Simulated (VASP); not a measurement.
Runs of VASP 6.6.1 on GaN (zinc blende type). The structure is that of space group F-43m (No. 216), or close to it. The cells are those of the table. 

```tsv
level	cell	k mesh	smearing	grid for exact exchange (PRECFOCK)	screening parameter	gap on the mesh (eV)	pressure (GPa)
HSE06	a = 3.260 Å, angles 60.0°, 2 atoms	4 × 4 × 4	fermi-dirac 0.05 eV	Normal	0.2079 1/Å	(c)	(a)
HSE06	a = 3.228 Å, angles 60.0°, 2 atoms	4 × 4 × 4	fermi-dirac 0.05 eV	Normal	0.2079 1/Å	2.72	-8.1
HSE06	a = 3.217 Å, angles 60.0°, 2 atoms	4 × 4 × 4	fermi-dirac 0.05 eV	Normal	0.2079 1/Å	2.72	-6.1
HSE06	a = 3.196 Å, angles 60.0°, 2 atoms	4 × 4 × 4	fermi-dirac 0.05 eV	Normal	0.2079 1/Å	2.95	-2.8
r2SCAN	a = 3.217 Å, angles 60.0°, 2 atoms	6 × 6 × 6	fermi-dirac 0.02 eV	-	-	1.93	-5.4
HSE06	a = 3.129 Å, angles 60.0°, 2 atoms	4 × 4 × 4	fermi-dirac 0.05 eV	Normal	0.2079 1/Å	(b)	10.6
```

Alike in all rows: task single point; potentials or basis VASP PAW PBE potentials, release 64 (Ga_d, N); no spin polarisation; cutoff (eV) 520.

Question: Fill in the values left out.

Answer: (a) -12.5; (b) 3.42; (c) 2.50.

Caveats: some runs use coarse meshes; the PAW data sets were made with another functional, which shifts forces and pressure a little.

A k mesh can miss the band edges, and the runs leave out spin-orbit coupling on Ga.
